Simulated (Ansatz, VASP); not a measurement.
One calculation of N, two programs

```xyz
8
Lattice="5.6696 0.0000 0.0000 0.0000 5.6696 0.0000 0.0000 0.0000 5.6696" Properties=species:S:1:pos:R:3 pbc="T T T"
N     0.3254    2.5094    3.1602
N     2.5094    3.1602    0.3254
N     3.1602    0.3254    2.5094
N     5.3442    5.3442    5.3442
N     5.3442    3.1602    2.5094
N     3.1602    2.5094    5.3442
N     2.5094    5.3442    3.1602
N     0.3254    0.3254    0.3254
```

Change from the starting cell: volume scaled by 1.06.

Alike in both runs: task single point; functional PBEsol; k mesh 5 × 5 × 5; occupations fermi-dirac, width 0.05 eV; no spin polarisation.

|  | VASP | Ansatz |
| --- | --- | --- |
| version | VASP 6.6.1 | Ansatz 0.2.0 |
| potentials or method | VASP PAW PBE potentials, release 64 (N), cutoff 520 eV | all-electron LAPW, scalar-relativistic |

```tsv
	VASP	Ansatz	Ansatz less VASP
gap on the k mesh at the Fermi level (eV)	7.05	7.10	+0.045
least direct gap on the mesh (eV)	7.08	7.12	+0.045
pressure (GPa)	-2.9	-4.4	-1.51
rms of the force components (eV/Å)	1.341	2.082	+0.7411
```

VASP's potentials were made for PBE, not for PBEsol. Atom by atom the forces differ by 0.741 eV/Å (rms over components). Ansatz ran all-electron here, and VASP with PAW potentials.

Noted on VASP's run: the standard files for N, O and F lose accuracy on very short bonds.
